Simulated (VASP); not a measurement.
Here is a VASP 6.6.1 calculation.

File INCAR:

```
PREC = Accurate ; ENCUT = 520
EDIFF = 1E-7 ; ISMEAR = 0
SIGMA = 0.01 ; LREAL = F
LASPH = T ; NELM = 80
ALGO = Normal ; ISIF = 2
LWAVE = F ; LCHARG = T
GGA = PS ; LELF = T
LVHAR = T ; NBANDS = 35
```

Contents of KPOINTS:

```
regular mesh
0
Gamma
  8 8 8
```

File POSCAR:

```
SnO2
1.0
   -2.0520419290      2.0520419290      5.2568207091
    2.0520419290     -2.0520419290      5.2568207091
    2.0520419290      2.0520419290     -5.2568207091
Sn O
2 4
Direct
    0.7500000000      0.2500000000      0.5000000000
    0.0000000000      0.0000000000      0.0000000000
    0.7965230000      0.7965230000      0.0000000000
    0.9534770000      0.4534770000      0.5000000000
    0.2034770000      0.2034770000      0.0000000000
    0.5465230000      0.0465230000      0.5000000000
```

Potentials or basis: VASP PAW PBE potentials, release 64 (Sn_d, O).

Command:

```sh
$ cat potpaw_PBE.64/Sn_d/POTCAR potpaw_PBE.64/O/POTCAR > POTCAR
$ mpirun -np 1 vasp_std > vasp.out
```

**Question.** Predict the largest force.

**Answer.** 0.464 eV/Å.

**Question.** Predict the band gap on the k mesh.

**Answer.** 0.79 eV (least direct gap 1.12 eV).

Forces on the atoms (eV/Å):
```
Sn   0.000  0.000  0.000
Sn   0.000  0.000  0.000
O    0.000  0.000  0.464
O    0.000  0.000 -0.464
O    0.000  0.000 -0.464
O    0.000  0.000  0.464
```

Caveat: the cell stands under tension; semilocal functionals underestimate gaps, and a narrow one can read as zero; the PAW data sets were made with another functional, which shifts forces and pressure a little; spin-orbit coupling is left out, which moves the levels of the heavy elements. A k mesh can miss the band edges.
